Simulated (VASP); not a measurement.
# TiC (I4/mmm) in VASP: a series of runs

The runs below take TiC through single point, with PBEsol.

All numbers are computed with VASP 6.6.1; they aren't measurements. Logs are shortened: lines on timing, memory, paths and dates and some standing lists are left out, and cuts for length are marked.

## Step 1: The cell of the first run

It takes space group I4/mmm (No. 139, tetragonal). Conventional cell: a = 3.152 Å, b = 3.152 Å, c = 4.393 Å, α = 90.00°, β = 90.00°, γ = 90.00°. Within 2.9 Å of Ti (site symmetry 4/mmm) lie 6 C at 2.20 to 2.23 Å. C (site symmetry 4/mmm) has 6 Ti at 2.20 to 2.23 Å within 2.9 Å.

## Step 2: Single point, PBEsol (strain +0.030 along x and y, +0.015 along z)

INCAR

```
SYSTEM = TiC
PREC     = Accurate       ! precision mode
ENCUT    = 520            ! plane-wave cutoff, eV
EDIFF    = 1E-6           ! SCF threshold, eV
ISMEAR   = 0              ! smearing method
SIGMA    = 0.15           ! smearing width, eV
LREAL    = .False.        ! projectors in reciprocal space
LASPH    = .True.         ! aspherical terms in the spheres
NELM     = 100            ! most SCF steps
ALGO     = Normal         ! electronic algorithm
ISIF     = 2              ! what is computed and relaxed
LWAVE    = .False.        ! write WAVECAR
LCHARG   = .False.        ! write CHGCAR
GGA      = PS             ! functional
NBANDS   = 15             ! bands
```

KPOINTS

```
regular mesh
0
Gamma
  18 18 18
  0 0 0
```

POSCAR

```
TiC
1.0
    0.0000000000      2.2289200000      2.1964600000
    2.2289200000      0.0000000000      2.1964600000
    2.2289200000      2.2289200000      0.0000000000
Ti C
1 1
Direct
    0.0000000000      0.0000000000      0.0000000000
    0.5000000000      0.5000000000      0.5000000000
```

Potentials or basis: VASP PAW PBE potentials, release 64 (Ti_sv, C).

On the command line:

```sh
> cat potpaw_PBE.64/Ti_sv/POTCAR potpaw_PBE.64/C/POTCAR > POTCAR
> mpirun -np 1 vasp_std > vasp.out
```

OUTCAR:

```text
SYSTEM = TiC
   PREC = Accurate
   ENCUT = 520
   EDIFF = 1E-6
   ISMEAR = 0
   LREAL = .False.
   LASPH = .True.
   NELM = 100
   ISIF = 2
   GGA = PS

 ion  position               nearest neighbor table
   1  0.000  0.000  0.000-   2 2.20   2 2.20   2 2.23   2 2.23   2 2.23   2 2.23
   2  0.500  0.500  0.500-   1 2.20   1 2.20   1 2.23   1 2.23   1 2.23   1 2.23

  LATTYP: Found a body centered tetragonal cell.
 ALAT       =     3.1521688934
 C/A-ratio  =     1.3936182192

  Lattice vectors:

 A1 = (   0.0000000000,  -2.2289200000,  -2.1964600000)
 A2 = (   0.0000000000,   2.2289200000,  -2.1964600000)
 A3 = (   2.2289200000,   0.0000000000,   2.1964600000)

Analysis of symmetry for initial positions (statically):
=====================================================================
 Subroutine PRICEL returns:
 Original cell was already a primitive cell.

 Routine SETGRP: Setting up the symmetry group for a
 body centered tetragonal supercell.

 Subroutine GETGRP returns: Found 16 space group operations
 (whereof 16 operations were pure point group operations)
 out of a pool of 16 trial point group operations.

The static configuration has the point symmetry D_4h.

Analysis of symmetry for dynamics (positions and initial velocities):
=====================================================================
 Subroutine PRICEL returns:
 Original cell was already a primitive cell.

 Routine SETGRP: Setting up the symmetry group for a
 body centered tetragonal supercell.

 Subroutine GETGRP returns: Found 16 space group operations
 (whereof 16 operations were pure point group operations)
 out of a pool of 16 trial point group operations.

The dynamic configuration has the point symmetry D_4h.

 Subroutine INISYM returns: Found 16 space group operations
 (whereof 16 operations are pure point group operations),
 and found     1 'primitive' translations

----------------------------------------------------------------------------------------

                                     Primitive cell

  volume of cell :      21.8244

  direct lattice vectors                    reciprocal lattice vectors
     0.000000000  2.228920000  2.196460000    -0.224323888  0.224323888  0.227639019
     2.228920000  0.000000000  2.196460000     0.224323888 -0.224323888  0.227639019
     2.228920000  2.228920000  0.000000000     0.224323888  0.224323888 -0.227639019

  length of vectors
     3.129300385  3.129300385  3.152168893     0.390463745  0.390463745  0.390463745

  position of ions in fractional coordinates (direct lattice)
     0.000000000  0.000000000  0.000000000
     0.500000000  0.500000000  0.500000000

  ion indices of the primitive-cell ions
   primitive index   ion index
                 1           1
                 2           2

----------------------------------------------------------------------------------------

 KPOINTS: regular mesh

Automatic generation of k-mesh.
 Grid dimensions read from file:
 generate k-points for:   18   18   18

 Generating k-lattice:

  Cartesian coordinates                     Fractional coordinates (reciprocal lattice)
    -0.012462438  0.012462438  0.012646612     0.055555556  0.000000000  0.000000000
     0.012462438 -0.012462438  0.012646612     0.000000000  0.055555556  0.000000000
     0.012462438  0.012462438 -0.012646612    -0.000000000 -0.000000000  0.055555556

  Length of vectors
     0.021692430  0.021692430  0.021692430

  Shift w.r.t. Gamma in fractional coordinates (k-lattice)
     0.000000000  0.000000000  0.000000000

 Subroutine IBZKPT returns following result:
 ===========================================

 Found    480 irreducible k-points:

 Following reciprocal coordinates:
            Coordinates               Weight
  0.000000  0.000000  0.000000      1.000000
  0.055556  0.000000  0.000000      8.000000
  0.111111  0.000000  0.000000      8.000000
  0.166667  0.000000  0.000000      8.000000
  0.222222  0.000000  0.000000      8.000000
  0.277778  0.000000  0.000000      8.000000
[... 16 lines left out ...]
 -0.277778  0.055556  0.000000      8.000000
 -0.222222  0.055556  0.000000      8.000000
 [... further k-points ...]
   k-points           NKPTS =    480   k-points in BZ     NKDIM =    480   number of bands    NBANDS=     15
   number of dos      NEDOS =    301   number of ions     NIONS =      2
   total plane-waves  NPLWV =  13824
   dimension x,y,z NGX =    24 NGY =   24 NGZ =   24
   dimension x,y,z NGXF=    48 NGYF=   48 NGZF=   48
   ions per type =               1   1
   NGX,Y,Z   is equivalent  to a cutoff of  12.75, 12.75, 12.66 a.u.
   NGXF,Y,Z  is equivalent  to a cutoff of  25.50, 25.50, 25.32 a.u.
 SYSTEM =  TiC
   PREC   = accura    normal or accurate (medium, high low for compatibility)
   ISTART =      0    job   : 0-new  1-cont  2-samecut
   ICHARG =      2    charge: 1-file 2-atom 10-const
   ISPIN  =      1    spin polarized calculation?
   LNONCOLLINEAR =      F non collinear calculations
   LSORBIT =      F    spin-orbit coupling
   LASPH  =      T    aspherical Exc in radial PAW
   ENCUT  =  520.0 eV  38.22 Ry    6.18 a.u.   5.82  5.82  5.86*2*pi/ulx,y,z
   NELM   =    100;   NELMIN=  2; NELMDL= -5     # of ELM steps
   EDIFF  = 0.1E-05   stopping-criterion for ELM
   LREAL  =      F    real-space projection
   EDIFFG = 0.1E-04   stopping-criterion for IOM
   NSW    =      0    number of steps for IOM
   IBRION =     -1    ionic relax: 0-MD 1-quasi-New 2-CG
   NFREE  =      0    steps in history (QN), initial steepest desc. (CG)
   ISIF   =      2    stress and relaxation
   ISYM   =      2    0-nonsym 1-usesym 2-fastsym
   POTIM  = 0.5000    time-step for ionic-motion
   TEBEG  =    0.0;   TEEND  =   0.0 temperature during run
   PSTRESS=    0.0 pullay stress
   NELECT =      16.0000    total number of electrons
   NUPDOWN=      -1.0000    fix difference up-down
   EMIN   =  10.00;   EMAX   =-10.00  energy-range for DOS
   EFERMI =   0.00;   METHOD = LEGACY
   ISMEAR =     0;   SIGMA  =   0.15  broadening in eV -4-tet -1-fermi 0-gaus
   EFERMI_NEDOS =   21; number of points for ismear=-14 and -15
   IALGO  =     38    algorithm
   IMIX   =      4    mixing-type and parameters
     AMIX     =   0.40;   BMIX     =  1.00
     AMIX_MAG =   1.60;   BMIX_MAG =  1.00
  volume/ion in A,a.u.               =      10.91        73.64
  Fermi-wavevector in a.u.,A,eV,Ry     =   1.476162  2.789542 29.647840  2.179055
  Thomas-Fermi vector in A             =   2.590723
   LORBIT       =      0    0 simple, 1 ext, 2 COOP (PROOUT), +10 PAW based schemes
   GGA     = PS    functional components
   LHFCALC =     F    Hartree Fock is set to
   AEXX    =    0.0000 exact exchange contribution
   IVDW    =     0    specifies the selected vdW correction
   LEPSILON=     F    determine dielectric tensor
   LRPA    =     F    only Hartree local field effects (RPA)
 non-spin polarized calculation
 Gauss-broadening in eV      SIGMA  =   0.15
  energy-cutoff  :      520.00
  volume of cell :       21.82
 maximum number of plane-waves:       604
   NGX = 11   NGY = 11   NGZ = 11

 number of electron      16.0000001 magnetization

 Free energy of the ion-electron system (eV)
  ---------------------------------------------------
  ext. energy  EPLUGINS =         0.00000000
  ---------------------------------------------------
  free energy    TOTEN  =       -19.65688439 eV

  energy without entropy =      -19.65327783  energy(sigma->0) =      -19.65508111

 E-fermi :   8.4819     XC(G=0): -12.4922

 val. band max:        8.4795163746   @ k =   0.1667   0.0000   0.1667
 cond. band min:       8.4891159414   @ k =   0.4444   0.0000   0.3889
 fundamental gap:      0.0095995667
 Fermi energy:         8.4819450538

 k-point     1 :       0.0000    0.0000    0.0000
  band No.  band energies     occupation
      1     -48.0529      2.00000
      2     -24.2189      2.00000
      3     -24.2189      2.00000
      4     -24.1957      2.00000
      5      -3.5490      2.00000
      6       9.0871      0.00000
      7       9.0871      0.00000
      8       9.1826      0.00000
      9      10.0085      0.00000
     10      10.0823      0.00000
     11      10.0823      0.00000
     12      10.1056      0.00000
     13      10.1233      0.00000
     14      17.9383      0.00000
     15      22.1242      0.00000

 k-point     2 :       0.0556    0.0000    0.0000
  band No.  band energies     occupation
      1     -48.0513      2.00000
      2     -24.2281      2.00000
      3     -24.2202      2.00000
      4     -24.1995      2.00000
      5      -3.4845      2.00000
      6       8.7858      0.00417
      7       8.9575      0.00001
      8       9.0326      0.00000
      9       9.4502      0.00000
     10       9.4891      0.00000
     11      10.2605      0.00000
     12      10.8630      0.00000
     13      10.9404      0.00000
     14      18.0712      0.00000
     15      22.1318      0.00000

 k-point     3 :       0.1111    0.0000    0.0000
  band No.  band energies     occupation
      1     -48.0466      2.00000
      2     -24.2597      2.00000
      3     -24.2240      2.00000
      4     -24.2055      2.00000
      5      -3.2941      2.00000
      6       8.0915      1.99977
      7       8.3710      1.70428
      8       8.4311      1.36814
      9       9.4464      0.00000
     10       9.4802      0.00000
     11      10.5095      0.00000
     12      11.7248      0.00000
     13      11.8173      0.00000
     14      18.4128      0.00000
     15      22.0986      0.00000

 k-point     4 :       0.1667    0.0000    0.0000
  band No.  band energies     occupation
      1     -48.0395      2.00000
      2     -24.3112      2.00000
      3     -24.2298      2.00000
      4     -24.2112      2.00000
      5      -2.9866      2.00000
      6       7.2437      2.00000
      7       7.7306      2.00000
      8       7.7799      2.00000
      9       9.6489      0.00000
     10       9.6738      0.00000
     11      10.7312      0.00000
     12      12.5924      0.00000
     13      12.7006      0.00000
     14      18.7906      0.00000
     15      21.9718      0.00000
[... 307 lines left out ...]
 k-point    22 :      -0.3333    0.0556    0.0000
  band No.  band energies     occupation
      1     -48.0091      2.00000
      2     -24.5196      2.00000
      3     -24.2503      2.00000
      4     -24.2435      2.00000
      5      -1.3490      2.00000
      6       4.2843      2.00000
      7       6.1360      2.00000
      8       6.2927      2.00000
      9      10.5442      0.00000
     10      10.7806      0.00000
     11      11.6398      0.00000
     12      14.7819      0.00000
     13      15.4130      0.00000
     14      17.6869      0.00000
     15      22.9752      0.00000

 k-point    23 :      -0.2778    0.0556    0.0000
  band No.  band energies     occupation
      1     -48.0174      2.00000
      2     -24.4622      2.00000
      3     -24.2424      2.00000
      4     -24.2382      2.00000
      5      -1.8870      2.00000
      6       5.1028      2.00000
      7       6.4497      2.00000
      8       6.6625      2.00000
      9      10.1995      0.00000
     10      10.5206      0.00000
     11      11.3686      0.00000
     12      14.0950      0.00000
     13      14.8520      0.00000
     14      18.4090      0.00000
     15      22.4194      0.00000

 k-point    24 :      -0.2222    0.0556    0.0000
  band No.  band energies     occupation
      1     -48.0266      2.00000
      2     -24.3982      2.00000
      3     -24.2346      2.00000
      4     -24.2311      2.00000
      5      -2.3892      2.00000
      6       5.9744      2.00000
      7       6.8653      2.00000
      8       7.1177      2.00000
      9       9.8597      0.00000
     10      10.2519      0.00000
     11      11.1296      0.00000
     12      13.3259      0.00000
     13      14.1464      0.00000
     14      18.9210      0.00000
     15      21.9987      0.00000

 [... further k-points ...]

------------------------ aborting loop because EDIFF is reached ----------------------------------------

  FORCE on cell =-STRESS in cart. coord.  units (eV):
  Direction    XX          YY          ZZ          XY          YZ          ZX
  --------------------------------------------------------------------------------------
  -------------------------------------------------------------------------------------
  Total       -3.0992883     -3.0992883     -2.5493927      0.0000000      0.0000000     -0.0000000
  in kB     -227.5256205   -227.5256205   -187.1565673      0.0000000      0.0000000     -0.0000000
  external PRESSURE =    -214.0692694 kB  Pullay stress =       0.0000000 kB

 VOLUME and BASIS-vectors are now :
 -----------------------------------------------------------------------------
  energy-cutoff  :      520.00
  volume of cell :       21.82
      direct lattice vectors                 reciprocal lattice vectors
     0.000000000  2.228920000  2.196460000    -0.224323888  0.224323888  0.227639019
     2.228920000  0.000000000  2.196460000     0.224323888 -0.224323888  0.227639019
     2.228920000  2.228920000  0.000000000     0.224323888  0.224323888 -0.227639019

 POSITION                                       TOTAL-FORCE (eV/Angst)
 -----------------------------------------------------------------------------------
      0.00000      0.00000      0.00000         0.000000     -0.000000      0.000000
      2.22892      2.22892      2.19646        -0.000000      0.000000      0.000000
 -----------------------------------------------------------------------------------
    total drift:                                0.000000     -0.000000     -0.000000

  FREE ENERGIE OF THE ION-ELECTRON SYSTEM (eV)
  ---------------------------------------------------
  free  energy   TOTEN  =       -19.6568843915 eV

  energy  without entropy=      -19.6532778317  energy(sigma->0) =      -19.65508111
```

Run time: 94 s. Hardware: 1 thread of AMD EPYC 9R45 (Zen 5), shared host; peak memory 0.24 GiB.

What came out:

| Property | Result |
| --- | --- |
| Free energy | -19.6569 eV |
| Pressure | -21.4 GPa |
| Band gap on the k mesh | zero (band 8 reaches 9.18 eV, above the bottom of band 9 at 8.00 eV) |

Caveat: the cell differs from its parent crystal (strain +0.030 along x and y, +0.015 along z); the PAW data sets were made with another functional, which shifts forces and pressure a little.

## Step 3: Single point, PBEsol (strain -0.030 along x and y, -0.015 along z)

INCAR

```
SYSTEM = TiC
PREC     = Accurate       ! precision mode
ENCUT    = 520            ! plane-wave cutoff, eV
EDIFF    = 1E-6           ! SCF threshold, eV
ISMEAR   = 0              ! smearing method
SIGMA    = 0.15           ! smearing width, eV
LREAL    = .FALSE.        ! projectors in reciprocal space
LASPH    = .TRUE.         ! aspherical terms in the spheres
NELM     = 100            ! most SCF steps
ALGO     = Normal         ! electronic algorithm
ISIF     = 2              ! what is computed and relaxed
LWAVE    = .FALSE.        ! write WAVECAR
LCHARG   = .FALSE.        ! write CHGCAR
GGA      = PS             ! functional
NBANDS   = 15             ! bands
```

KPOINTS

```
regular mesh
0
G
  18 18 18
  0 0 0
```

POSCAR

```
TiC
1.0
    0.0000000000      2.0990800000      2.1315400000
    2.0990800000      0.0000000000      2.1315400000
    2.0990800000      2.0990800000      0.0000000000
Ti C
1 1
Direct
    0.0000000000      0.0000000000      0.0000000000
    0.5000000000      0.5000000000      0.5000000000
```

Potentials or basis: VASP PAW PBE potentials, release 64 (Ti_sv, C).

On the command line:

```sh
> cat potpaw_PBE.64/Ti_sv/POTCAR potpaw_PBE.64/C/POTCAR > POTCAR
> mpirun -np 1 vasp_std > vasp.out
```

Wall time 86 s (1 thread of AMD EPYC 9R45 (Zen 5), shared host); peak memory 0.23 GiB.

Results (log left out):

```
Free energy            : -19.7508 eV
Pressure               : 15.7 GPa
Band gap on the k mesh : zero (band 8 reaches 10.98 eV, above the bottom of band 9 at 9.79 eV)
```

Stress tensor (GPa, compression positive):
```
18.45  0.00  0.00
 0.00 18.45  0.00
 0.00  0.00 10.33
```

Levels at points of the mesh, in eV from the Fermi level:
| k point | band 6 | band 7 | band 8 | band 9 | band 10 | band 11 |
| --- | --- | --- | --- | --- | --- | --- |
| (0.00, 0.00, 0.00) | 0.60 | 0.73 | 0.73 | 1.75 | 1.82 | 1.83 |
| (0.50, 0.00, 0.00) | -6.24 | -3.18 | -3.15 | 3.20 | 3.27 | 4.58 |
| (0.50, 0.50, 0.00) | -3.60 | -1.91 | 0.13 | 0.13 | 3.03 | 3.91 |
| (0.50, 0.00, 0.50) | -3.42 | -1.93 | -0.01 | 0.02 | 3.03 | 3.87 |

Caveat: the cell differs from its parent crystal (strain -0.030 along x and y, -0.015 along z); the PAW data sets were made with another functional, which shifts forces and pressure a little.
